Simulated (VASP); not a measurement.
Here is a VASP 6.6.1 calculation.

The input INCAR:

```
ALGO     = Normal         # electronic algorithm
EDIFF    = 1E-6           # SCF threshold, eV
ENCUT    = 600            # plane-wave cutoff, eV
GGA      = PS             # functional
GGA_COMPAT= False        
ISIF     = 2              # what is computed and relaxed
ISMEAR   = 0              # smearing method
LASPH    = True           # aspherical terms in the spheres
LCHARG   = False          # write CHGCAR
LREAL    = False          # projectors in reciprocal space
LWAVE    = False          # write WAVECAR
NBANDS   = 16             # bands
NELM     = 120            # most SCF steps
PREC     = Accurate       # precision mode
SIGMA    = 0.1            # smearing width, eV
```

Contents of KPOINTS:

```
k-points
0
Gamma
  18 18 14
```

The input POSCAR:

```
WC
1.0
    2.9604361130      0.0000000000      0.0000000000
   -1.4802180565      2.5638128801      0.0000000000
    0.0000000000      0.0000000000      2.8731596126
W C
1 1
Direct
    0.0000000000      0.0000000000      0.0000000000
    0.6666666667      0.3333333333      0.5000000000
```

Potentials or basis: VASP PAW PBE potentials, release 64 (W_sv, C).

Run with:

```bash
$ cat potpaw_PBE.64/W_sv/POTCAR potpaw_PBE.64/C/POTCAR > POTCAR
$ mpirun -np 1 vasp_std > vasp.out
```

(1) Predict the band gap on the k mesh.

(2) Predict the pressure.

Answers

(1) zero (bands 9 and 10 overlap by 1.17 eV).

(2) -20.0 GPa.

Caveat: the cell stands under tension; the PAW data sets were made with another functional, which shifts forces and pressure a little; spin-orbit coupling is left out, which moves the levels of the heavy elements.
